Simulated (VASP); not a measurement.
# Sb (P4/mmm) in VASP: notebook

Runs on Sb. Level: PBE. Tasks: single point, relaxation of cell and atoms.

Everything below comes from runs of VASP 6.6.1. Logs are shortened: lines on timing, memory, paths and dates and some standing lists are left out, and cuts for length are marked.

### Step 1. The cell of the first run

The structure is tetragonal, space group P4/mmm (No. 123). The conventional cell has a = 3.031 Å, b = 3.031 Å, c = 3.287 Å, α = 90.00°, β = 90.00°, γ = 90.00°. Within 4.0 Å of Sb (site symmetry 4/mmm) lie 6 Sb at 3.03 to 3.29 Å.

### Step 2. Single point, PBE

INCAR reads:

```
PREC = Accurate
ENCUT = 520
EDIFF = 1E-6
ISMEAR = 0
SIGMA = 0.1
LREAL = False
LASPH = True
NELM = 80
ALGO = Normal
ISIF = 2
LWAVE = False
LCHARG = False
GGA = PE
NBANDS = 8
```

KPOINTS reads:

```
Automatic mesh
0
Gamma
  6 6 4
```

POSCAR reads:

```
Sb
1.0
    3.0311485627      0.0000000000      0.0000000000
    0.0000000000      3.0311485627      0.0000000000
    0.0000000000      0.0000000000      3.2869034282
Sb
1
Direct
    0.0000000000      0.0000000000      0.0000000000
```

Potentials or basis: VASP PAW PBE potentials, release 64 (Sb).

Launch:

```console
$ cat potpaw_PBE.64/Sb/POTCAR > POTCAR
$ mpirun -np 1 vasp_std > vasp.out
```

OUTCAR:

```text
PREC = Accurate
   ENCUT = 520
   EDIFF = 1E-6
   ISMEAR = 0
   LREAL = False
   LASPH = True
   NELM = 80
   ISIF = 2
   GGA = PE

 ion  position               nearest neighbor table
   1  0.000  0.000  0.000-

  LATTYP: Found a simple tetragonal cell.
 ALAT       =     3.0311485627
 C/A-ratio  =     1.0843755627

  Lattice vectors:

 A1 = (   3.0311485627,   0.0000000000,   0.0000000000)
 A2 = (   0.0000000000,   3.0311485627,   0.0000000000)
 A3 = (   0.0000000000,   0.0000000000,   3.2869034282)

Analysis of symmetry for initial positions (statically):
=====================================================================
 Subroutine PRICEL returns:
 Original cell was already a primitive cell.

 Routine SETGRP: Setting up the symmetry group for a
 simple tetragonal supercell.

 Subroutine GETGRP returns: Found 16 space group operations
 (whereof 16 operations were pure point group operations)
 out of a pool of 16 trial point group operations.

The static configuration has the point symmetry D_4h.

Analysis of symmetry for dynamics (positions and initial velocities):
=====================================================================
 Subroutine PRICEL returns:
 Original cell was already a primitive cell.

 Routine SETGRP: Setting up the symmetry group for a
 simple tetragonal supercell.

 Subroutine GETGRP returns: Found 16 space group operations
 (whereof 16 operations were pure point group operations)
 out of a pool of 16 trial point group operations.

The dynamic configuration has the point symmetry D_4h.

 Subroutine INISYM returns: Found 16 space group operations
 (whereof 16 operations are pure point group operations),
 and found     1 'primitive' translations

----------------------------------------------------------------------------------------

                                     Primitive cell

  volume of cell :      30.1996

  direct lattice vectors                    reciprocal lattice vectors
     3.031148563  0.000000000  0.000000000     0.329907947  0.000000000  0.000000000
     0.000000000  3.031148563  0.000000000     0.000000000  0.329907947  0.000000000
     0.000000000  0.000000000  3.286903428     0.000000000  0.000000000  0.304237719

  length of vectors
     3.031148563  3.031148563  3.286903428     0.329907947  0.329907947  0.304237719

  position of ions in fractional coordinates (direct lattice)
     0.000000000  0.000000000  0.000000000

  ion indices of the primitive-cell ions
   primitive index   ion index
                 1           1

----------------------------------------------------------------------------------------

 KPOINTS: Automatic mesh

Automatic generation of k-mesh.
 Grid dimensions read from file:
 generate k-points for:    6    6    4

 Generating k-lattice:

  Cartesian coordinates                     Fractional coordinates (reciprocal lattice)
     0.054984658  0.000000000  0.000000000     0.166666667  0.000000000  0.000000000
     0.000000000  0.054984658  0.000000000     0.000000000  0.166666667  0.000000000
     0.000000000  0.000000000  0.076059430     0.000000000  0.000000000  0.250000000

  Length of vectors
     0.054984658  0.054984658  0.076059430

  Shift w.r.t. Gamma in fractional coordinates (k-lattice)
     0.000000000  0.000000000  0.000000000

 Subroutine IBZKPT returns following result:
 ===========================================

 Found     30 irreducible k-points:

 Following reciprocal coordinates:
            Coordinates               Weight
  0.000000  0.000000  0.000000      1.000000
  0.166667  0.000000  0.000000      4.000000
  0.333333  0.000000  0.000000      4.000000
  0.500000  0.000000  0.000000      2.000000
  0.166667  0.166667  0.000000      4.000000
  0.333333  0.166667  0.000000      8.000000
[... 16 lines left out ...]
  0.333333  0.000000  0.500000      4.000000
  0.500000  0.000000  0.500000      2.000000
 [... further k-points ...]
   k-points           NKPTS =     30   k-points in BZ     NKDIM =     30   number of bands    NBANDS=      8
   number of dos      NEDOS =    301   number of ions     NIONS =      1
   total plane-waves  NPLWV =  13824
   dimension x,y,z NGX =    24 NGY =   24 NGZ =   24
   dimension x,y,z NGXF=    48 NGYF=   48 NGZF=   48
   ions per type =               1
   NGX,Y,Z   is equivalent  to a cutoff of  13.16, 13.16, 12.14 a.u.
   NGXF,Y,Z  is equivalent  to a cutoff of  26.33, 26.33, 24.28 a.u.
 SYSTEM =  unknown system
   PREC   = accura    normal or accurate (medium, high low for compatibility)
   ISTART =      0    job   : 0-new  1-cont  2-samecut
   ICHARG =      2    charge: 1-file 2-atom 10-const
   ISPIN  =      1    spin polarized calculation?
   LNONCOLLINEAR =      F non collinear calculations
   LSORBIT =      F    spin-orbit coupling
   LASPH  =      T    aspherical Exc in radial PAW
   ENCUT  =  520.0 eV  38.22 Ry    6.18 a.u.   5.64  5.64  6.11*2*pi/ulx,y,z
   NELM   =     80;   NELMIN=  2; NELMDL= -5     # of ELM steps
[... 22 lines left out ...]
  Fermi-wavevector in a.u.,A,eV,Ry     =   0.898941  1.698752 10.994791  0.808094
  Thomas-Fermi vector in A             =   2.021713
   LORBIT       =      0    0 simple, 1 ext, 2 COOP (PROOUT), +10 PAW based schemes
   GGA     = PE    functional components
   LHFCALC =     F    Hartree Fock is set to
   AEXX    =    0.0000 exact exchange contribution
   IVDW    =     0    specifies the selected vdW correction
   LEPSILON=     F    determine dielectric tensor
   LRPA    =     F    only Hartree local field effects (RPA)
 non-spin polarized calculation
 Gauss-broadening in eV      SIGMA  =   0.10
  energy-cutoff  :      520.00
  volume of cell :       30.20
 maximum number of plane-waves:       836
 NGX is ok and might be reduce to    24
   NGX = 11   NGY = 11   NGZ = 13

 number of electron       4.9999999 magnetization

 Free energy of the ion-electron system (eV)
  ---------------------------------------------------
  ext. energy  EPLUGINS =         0.00000000
  ---------------------------------------------------
  free energy    TOTEN  =        -4.07731789 eV

  energy without entropy =       -4.07571367  energy(sigma->0) =       -4.07651578

 E-fermi :   6.8957     XC(G=0):  -9.5683

 val. band max:        6.4388328093   @ k =   0.5000   0.3333   0.2500
 cond. band min:       6.8962834203   @ k =   0.5000   0.0000   0.2500
 fundamental gap:      0.4574506109
 Fermi energy:         6.8957330811

 k-point     1 :       0.0000    0.0000    0.0000
  band No.  band energies     occupation
      1      -5.3728      2.00000
      2       8.7983      0.00000
      3      10.9424      0.00000
      4      10.9424      0.00000
      5      12.9132      0.00000
      6      14.3869      0.00000
      7      15.7248      0.00000
      8      24.2257      0.00000

 k-point     2 :       0.1667    0.0000    0.0000
  band No.  band energies     occupation
      1      -4.9412      2.00000
      2       7.4517      0.00000
      3       9.2183      0.00000
      4      11.3728      0.00000
      5      13.3032      0.00000
      6      15.3180      0.00000
      7      19.0263      0.00000
      8      21.4438      0.00000

 k-point     3 :       0.3333    0.0000    0.0000
  band No.  band energies     occupation
      1      -3.7305      2.00000
      2       3.4403      2.00000
      3      10.2786      0.00000
      4      12.4603      0.00000
      5      14.3852      0.00000
      6      16.3289      0.00000
      7      18.4992      0.00000
      8      19.5569      0.00000

 k-point     4 :       0.5000    0.0000    0.0000
  band No.  band energies     occupation
      1      -2.6414      2.00000
      2       1.3699      2.00000
      3      11.0254      0.00000
      4      13.2306      0.00000
      5      15.6679      0.00000
      6      16.7450      0.00000
      7      17.1010      0.00000
      8      18.7058      0.00000

 k-point     5 :       0.1667    0.1667    0.0000
  band No.  band energies     occupation
      1      -4.5093      2.00000
      2       7.6423      0.00000
      3       8.1204      0.00000
      4       9.6401      0.00000
      5      13.7137      0.00000
      6      18.7530      0.00000
      7      18.9861      0.00000
      8      20.4738      0.00000
[... 177 lines left out ...]
 k-point    22 :       0.1667    0.0000    0.5000
  band No.  band energies     occupation
      1      -3.1895      2.00000
      2       2.0430      2.00000
      3       9.0787      0.00000
      4      12.8435      0.00000
      5      14.4139      0.00000
      6      17.2105      0.00000
      7      19.1163      0.00000
      8      19.4197      0.00000

 k-point    23 :       0.3333    0.0000    0.5000
  band No.  band energies     occupation
      1      -1.9497      2.00000
      2       3.1358      2.00000
      3       5.0388      2.00000
      4      10.8518      0.00000
      5      13.9477      0.00000
      6      18.3458      0.00000
      7      20.2152      0.00000
      8      20.3226      0.00000

 k-point    24 :       0.5000    0.0000    0.5000
  band No.  band energies     occupation
      1      -0.7834      2.00000
      2       2.8777      2.00000
      3       3.9755      2.00000
      4       9.1807      0.00000
      5      14.7188      0.00000
      6      19.9424      0.00000
      7      20.1782      0.00000
      8      20.3992      0.00000

 [... further k-points ...]
[... 5 lines left out ...]
  --------------------------------------------------------------------------------------
  -------------------------------------------------------------------------------------
  Total       -0.0072915     -0.0072915      0.0269195      0.0000000      0.0000000     -0.0000000
  in kB       -0.3868329     -0.3868329      1.4281557      0.0000000      0.0000000     -0.0000000
  external PRESSURE =       0.2181633 kB  Pullay stress =       0.0000000 kB

 VOLUME and BASIS-vectors are now :
 -----------------------------------------------------------------------------
  energy-cutoff  :      520.00
  volume of cell :       30.20
      direct lattice vectors                 reciprocal lattice vectors
     3.031148563  0.000000000  0.000000000     0.329907947  0.000000000  0.000000000
     0.000000000  3.031148563  0.000000000     0.000000000  0.329907947  0.000000000
     0.000000000  0.000000000  3.286903428     0.000000000  0.000000000  0.304237719

 POSITION                                       TOTAL-FORCE (eV/Angst)
 -----------------------------------------------------------------------------------
      0.00000      0.00000      0.00000         0.000000      0.000000      0.000000
 -----------------------------------------------------------------------------------
    total drift:                                0.000000      0.000000      0.000000

  FREE ENERGIE OF THE ION-ELECTRON SYSTEM (eV)
  ---------------------------------------------------
  free  energy   TOTEN  =        -4.0773178852 eV

  energy  without entropy=       -4.0757136676  energy(sigma->0) =       -4.07651578
```

It took 7.3 s on 1 thread of Intel Xeon 8259CL, shared host; peak memory 0.13 GiB.

Results:

- Free energy: -4.0773 eV
- Pressure: 0.0 GPa

Stress tensor (GPa, compression positive):
```
-0.04  0.00  0.00
 0.00 -0.04  0.00
 0.00  0.00  0.14
```

Levels at points of the mesh, in eV from the Fermi level:
```
           k point  band 1  band 2  band 3  band 4  band 5
(0.00, 0.00, 0.00)  -12.27    1.90    4.05    4.05    6.02
(0.50, 0.00, 0.00)   -9.54   -5.53    4.13    6.33    8.77
(0.50, 0.50, 0.00)   -6.58   -3.30   -3.30    2.42    6.39
(0.00, 0.00, 0.50)  -10.52   -5.27    5.51    5.51    9.04
(0.50, 0.00, 0.50)   -7.68   -4.02   -2.92    2.28    7.82
(0.50, 0.50, 0.50)   -4.48   -1.91   -1.91   -0.69    4.51
```

Caveat: the k points lie up to 0.48 Å⁻¹ apart; spin-orbit coupling is left out, which moves the levels of the heavy elements.

### Step 3. Single point, PBE

This run uses another cell than the first one, of 35.61 Å³/atom, 1.179 times its volume.

INCAR reads:

```
SYSTEM = Sb
ALGO     = Normal         ! electronic algorithm
EDIFF    = 1E-7           ! SCF threshold, eV
ENCUT    = 520            ! plane-wave cutoff, eV
GGA      = PE             ! functional
ISIF     = 2              ! what is computed and relaxed
ISMEAR   = 0              ! smearing method
LASPH    = .TRUE.         ! aspherical terms in the spheres
LCHARG   = .FALSE.        ! write CHGCAR
LREAL    = .FALSE.        ! projectors in reciprocal space
LWAVE    = .FALSE.        ! write WAVECAR
NBANDS   = 8              ! bands
NELM     = 60             ! most SCF steps
PREC     = Accurate       ! precision mode
SIGMA    = 0.1            ! smearing width, eV
```

KPOINTS reads:

```
k-points
0
G
  6 6 4
  0 0 0
```

POSCAR reads:

```
Sb
1.0
    2.9887388800      0.0000000000      0.0000000000
    0.0000000000      2.9887388800      0.0000000000
    0.0000000000      0.0000000000      3.9869545600
Sb
1
Direct
    0.0000000000      0.0000000000      0.0000000000
```

Potentials or basis: VASP PAW PBE potentials, release 64 (Sb).

Launch:

```console
$ cat potpaw_PBE.64/Sb/POTCAR > POTCAR
$ mpirun -np 1 vasp_std > vasp.out
```

Run time: 10 s. Hardware: 1 thread of Intel Xeon 8259CL, shared host; peak memory 0.15 GiB.

The run converged. Its results:

```yaml
Free_energy: -3.8178 eV
Pressure: -0.6 GPa
```

Stress tensor (GPa, compression positive):
```
 1.65  0.00  0.00
 0.00  1.65  0.00
 0.00  0.00 -5.04
```

Levels at points of the mesh, in eV from the Fermi level:
```
           k point  band 1  band 2  band 3  band 4  band 5  band 6  band 7
(0.00, 0.00, 0.00)  -11.65   -0.76    3.74    5.04    5.04    8.36   10.02
(0.50, 0.00, 0.00)   -8.69   -5.00    1.64    7.23    7.41    7.53    7.97
(0.50, 0.50, 0.00)   -5.42   -2.67   -2.67    3.14    4.02   10.08   10.08
(0.00, 0.00, 0.50)  -11.14   -4.09    5.47    5.47    8.89   10.93   11.87
(0.50, 0.00, 0.50)   -8.16   -4.50   -1.41    2.96    7.94   12.56   13.10
(0.50, 0.50, 0.50)   -4.82   -2.25   -2.25    1.14    4.02    6.15    6.15
```

Caveat: the k points lie up to 0.39 Å⁻¹ apart; spin-orbit coupling is left out, which moves the levels of the heavy elements.

### Step 4. Relaxation of cell and atoms, PBE

This run uses another cell than the first one, of 35.61 Å³/atom, 1.179 times its volume.

INCAR reads:

```
SYSTEM = Sb
  PREC = Accurate
  ENCUT = 600
  EDIFF = 1E-6
  ISMEAR = 0
  SIGMA = 0.1
  LREAL = .FALSE.
  LASPH = .TRUE.
  NELM = 100
  ALGO = Normal
  ISIF = 3
  LWAVE = .FALSE.
  LCHARG = .FALSE.
  GGA = PE
  IBRION = 2
  NSW = 90
  EDIFFG = -0.04
```

KPOINTS reads:

```
Automatic mesh
0
G
  6 6 4
  0 0 0
```

POSCAR is that of step 3.

Launch:

```console
$ cat potpaw_PBE.64/Sb/POTCAR > POTCAR
$ mpirun -np 1 vasp_std > vasp.out
```

Wall time 56 s (1 thread of Intel Xeon 8259CL, shared host); peak memory 0.16 GiB.

Results (log left out):

| Item | Value |
| --- | --- |
| Free energy | -4.0774 eV |
| Relaxed volume | 30.22 Å³/atom |
| Relaxed cell | a = 3.032 Å, b = 3.032 Å, c = 3.287 Å, α = 90.00°, β = 90.00°, γ = 90.00° |
| Space group after relaxing (to 0.05 Å) | P4/mmm (No. 123) |
| Energy gained by relaxing | 259.6 meV/atom |
| Ionic steps | 10 |
| Pressure after relaxing | 0.0 GPa |

Stress tensor (GPa, compression positive):
```
-0.12  0.00  0.00
 0.00 -0.12  0.00
 0.00  0.00  0.17
```

The path:
```
step  energy change (eV)  largest force (eV/Å)  pressure (GPa)  volume (Å³)
   1              0.0000                0.0000           -0.58        35.61
   2             -0.0919                0.0000           -2.39        34.89
   3             -0.1086                0.0000           -2.79        32.01
   4             -0.2005                0.0000           -4.08        33.80
   5             -0.2133                0.0000           -4.17        33.22
   6             -0.2135                0.0000           -4.22        33.40
   7             -0.2346                0.0000           -2.52        31.68
   8             -0.2346                0.0000           -2.51        31.67
   9             -0.2551                0.0000           -1.14        30.79
  10             -0.2596                0.0000           -0.02        30.22
```

Final structure:
```
Sb
1.0
     3.03229    0.00000    0.00000
     0.00000    3.03229    0.00000
     0.00000    0.00000    3.28652
Sb
1
Direct
  0.00000 0.00000 0.00000
```

Levels at points of the mesh, in eV from the Fermi level:
```tsv
k point	band 1	band 2	band 3	band 4	band 5
(0.00, 0.00, 0.00)	-12.26	1.91	4.04	4.04	6.02
(0.50, 0.00, 0.00)	-9.54	-5.52	4.13	6.32	8.77
(0.50, 0.50, 0.00)	-6.59	-3.30	-3.30	2.42	6.39
(0.00, 0.00, 0.50)	-10.52	-5.27	5.50	5.50	9.03
(0.50, 0.00, 0.50)	-7.68	-4.01	-2.92	2.29	7.81
(0.50, 0.50, 0.50)	-4.48	-1.91	-1.91	-0.70	4.51
```

Caveat: the k points lie up to 0.48 Å⁻¹ apart in the final cell; the volume moved by over 15 % at a fixed basis, so the end points are rough; spin-orbit coupling is left out, which moves the levels of the heavy elements.

### Step 5. Relaxation of cell and atoms, PBE

INCAR reads:

```
PREC = Accurate
ENCUT = 600
EDIFF = 1E-6
ISMEAR = 0
SIGMA = 0.1
LREAL = False
LASPH = True
NELM = 100
ALGO = Normal
ISIF = 3
LWAVE = False
LCHARG = False
GGA = PE
IBRION = 2
NSW = 90
EDIFFG = -0.04
```

KPOINTS reads:

```
Automatic mesh
0
Gamma
  6 6 6
```

POSCAR reads:

```
Sb
1.0
    3.0311485627      0.0000000000      0.0000000000
    0.0000000000      3.0311485627      0.0000000000
    0.0000000000      0.0000000000      3.2869034282
Sb
1
Direct
    0.0000000000      0.0000000000      0.0000000000
```

Launch:

```console
$ cat potpaw_PBE.64/Sb/POTCAR > POTCAR
$ mpirun -np 1 vasp_std > vasp.out
```

It took 25 s on 1 thread of Intel Xeon 8259CL, shared host; peak memory 0.15 GiB.

The run converged. Its results:

```
Free energy                            : -4.1200 eV
Relaxed volume                         : 30.54 Å³/atom
Relaxed cell                           : a = 3.094 Å, b = 3.094 Å, c = 3.190 Å, α = 90.00°, β = 90.00°, γ = 90.00°
Space group after relaxing (to 0.05 Å) : P4/mmm (No. 123)
Energy gained by relaxing              : 10.8 meV/atom
Ionic steps                            : 5
Pressure after relaxing                : -0.2 GPa
```

Step by step:
| step | energy change (eV) | largest force (eV/Å) | pressure (GPa) | volume (Å³) |
| --- | --- | --- | --- | --- |
| 1 | 0.0000 | 0.0000 | 0.32 | 30.20 |
| 2 | -0.0096 | 0.0000 | 0.09 | 30.45 |
| 3 | -0.0108 | 0.0000 | -0.24 | 30.55 |
| 4 | -0.0108 | 0.0000 | -0.17 | 30.53 |
| 5 | -0.0108 | 0.0000 | -0.20 | 30.54 |

Final structure:
```cif
data_structure
_symmetry_space_group_name_H-M 'P 1'
_symmetry_Int_Tables_number 1
_cell_length_a 3.0939
_cell_length_b 3.0939
_cell_length_c 3.1903
_cell_angle_alpha 90.000
_cell_angle_beta 90.000
_cell_angle_gamma 90.000
_cell_volume 30.54
loop_
_atom_site_label
_atom_site_type_symbol
_atom_site_fract_x
_atom_site_fract_y
_atom_site_fract_z
_atom_site_occupancy
Sb1 Sb 0.00000 0.00000 0.00000 1
```

Levels at points of the mesh, in eV from the Fermi level:
| k point | band 1 | band 2 | band 3 | band 4 | band 5 | band 6 |
| --- | --- | --- | --- | --- | --- | --- |
| (0.00, 0.00, 0.00) | -12.42 | 2.45 | 3.28 | 3.28 | 6.39 | 6.88 |
| (0.50, 0.00, 0.00) | -9.96 | -5.66 | 4.48 | 5.32 | 8.68 | 10.09 |
| (0.50, 0.50, 0.00) | -7.33 | -3.60 | -3.60 | 2.10 | 6.53 | 12.29 |
| (0.00, 0.00, 0.50) | -10.34 | -5.57 | 5.01 | 5.01 | 8.72 | 10.63 |
| (0.50, 0.00, 0.50) | -7.75 | -3.88 | -3.46 | 2.04 | 7.08 | 12.53 |
| (0.50, 0.50, 0.50) | -4.86 | -1.93 | -1.93 | -1.47 | 4.48 | 4.74 |

Caveat: spin-orbit coupling is left out, which moves the levels of the heavy elements.

### Step 6. Overview

```tsv
task	cell	k mesh	cutoff (eV)	gap on the mesh (eV)	pressure (GPa)	relaxed volume (Å³/atom)
single point	a = 3.031, b = 3.031, c = 3.287 Å, 1 atom	6 × 6 × 4	520	none	0.0	-
single point	a = 2.989, b = 2.989, c = 3.987 Å, 1 atom	6 × 6 × 4	520	none	-0.6	-
relaxation of cell and atoms	relaxed from a = 2.989, b = 2.989, c = 3.987 Å, 1 atom	6 × 6 × 4	600	none	0.0	30.22
relaxation of cell and atoms	relaxed from a = 3.031, b = 3.031, c = 3.287 Å, 1 atom	6 × 6 × 6	600	none	-0.2	30.54
```

Alike in all rows: level PBE; potentials or basis VASP PAW PBE potentials, release 64 (Sb); no spin polarisation; smearing gaussian 0.1 eV.

Caveats: some runs use coarse meshes; spin-orbit coupling is left out, which moves the levels of the heavy elements; the volume moved by over 15 % at a fixed basis, so the end points are rough (some runs).

Absolute energies hang on the potentials; compare differences alone.
